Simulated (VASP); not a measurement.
# W: single point with LDA

W:

```
W
1.0
     0.00000    1.87412    1.87412
     1.87412    0.00000    1.87412
     1.87412    1.87412    0.00000
W
1
Direct
  0.00000 0.00000 0.00000
```

This cell differs from its parent crystal: volume scaled by 0.84.

```yaml
Program: VASP 6.6.1
Task: single point
Functional: LDA
Potentials_or_basis: VASP PAW LDA potentials, release 64 (W_sv)
Cutoff: 520 eV
k_mesh: 16 × 16 × 16
Occupations: fermi-dirac, width 0.08 eV
Spin: no spin polarisation
Dipole_correction: no
Further_INCAR_settings: ALGO = Normal; EDIFF = 1e-06; NBANDS = 13
```

The pressure is 80.1 GPa and the band gap on the k mesh is zero (band 7 reaches 18.56 eV, above the bottom of band 8 at 12.74 eV).

Levels at points of the mesh, in eV from the Fermi level:
```
           k point  band 3  band 4  band 5  band 6  band 7  band 8  band 9  band 10  band 11  band 12
(0.00, 0.00, 0.00)  -36.37  -36.37   -9.97   -0.97   -0.97   -0.97    3.25     3.25    13.02    19.34
(0.50, 0.00, 0.00)  -36.68  -36.68   -6.90   -1.33   -1.33    1.76    6.70     6.70    12.78    14.06
(0.50, 0.50, 0.00)  -37.22  -37.22   -7.27   -6.14    4.84    6.66    7.76     7.76    13.91    13.91
```

Run time: 44 s on 1 thread of AMD EPYC 7R13, with other jobs on the host, peak memory 0.1 GiB.

Caveat: spin-orbit coupling is left out, which moves the levels of the heavy elements.
